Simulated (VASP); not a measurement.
Input of a VASP 6.6.1 run:

The input INCAR:

```
SYSTEM = SnO
PREC     = Accurate       ! precision mode
ENCUT    = 910            ! plane-wave cutoff, eV
EDIFF    = 1E-6           ! SCF threshold, eV
ISMEAR   = 0              ! smearing method
SIGMA    = 0.1            ! smearing width, eV
LREAL    = .FALSE.        ! projectors in reciprocal space
LASPH    = .TRUE.         ! aspherical terms in the spheres
NELM     = 120            ! most SCF steps
ALGO     = Normal         ! electronic algorithm
ISIF     = 2              ! what is computed and relaxed
LWAVE    = .FALSE.        ! write WAVECAR
LCHARG   = .TRUE.         ! write CHGCAR
GGA      = PE             ! functional
IVDW     = 12             ! dispersion correction
LELF     = .TRUE.         ! ELF
LVHAR    = .TRUE.       
NBANDS   = 50             ! bands
GGA_COMPAT= .FALSE.
```

KPOINTS

```
regular mesh
0
G
  10 10 4
  0 0 0
```

File POSCAR:

```
SnO
1.0
    2.7125065974     -2.7124990665      0.0000000000
    2.7125065974      2.7124990665      0.0000000000
    0.0000000000      0.0000000000      9.5178538017
Sn O
4 4
Direct
   -0.0001097493      0.0001097493      0.0002320380
    0.0001097493     -0.0001097493      0.5002320380
    0.5001270450      0.4998729550      0.2567722396
    0.4998729550      0.5001270450      0.7567722396
    1.0001763238      0.4998146403      0.3784978612
   -0.0001763238      0.5001853597      0.8784978612
    0.5001853597     -0.0001763238      0.3784978612
    0.4998146403      1.0001763238      0.8784978612
```

Potentials or basis: VASP PAW PBE potentials, release 64 (Sn_d, O_h).

The run is started by

```console
$ cat potpaw_PBE.64/Sn_d/POTCAR potpaw_PBE.64/O_h/POTCAR > POTCAR
$ mpirun -np 1 vasp_std > vasp.out
```

Problem. What does it give for the band gap on the k mesh?

Solution. Zero (filled and empty bands touch).

Problem. Predict the dispersion energy per atom.

Solution. -0.235 eV.

Problem. What does it give for the pressure?

Solution. 0.1 GPa.

Problem. What does it give for the largest force?

Solution. 0.077 eV/Å.

Forces on the atoms (eV/Å):
```
Sn   0.000  0.001  0.076
Sn   0.000 -0.001  0.076
Sn   0.000  0.000 -0.077
Sn   0.000  0.000 -0.077
O    0.000  0.002  0.001
O    0.000 -0.002  0.001
O    0.000  0.002  0.001
O    0.000 -0.002  0.001
```

Caveat: the cutoff is under 1.25 times the usual one of these potentials, so pressure, stress and relaxed cells hold a basis-set (Pulay) error; semilocal functionals underestimate gaps, so a narrow gap can read as zero; spin-orbit coupling is left out, which moves the levels of the heavy elements.
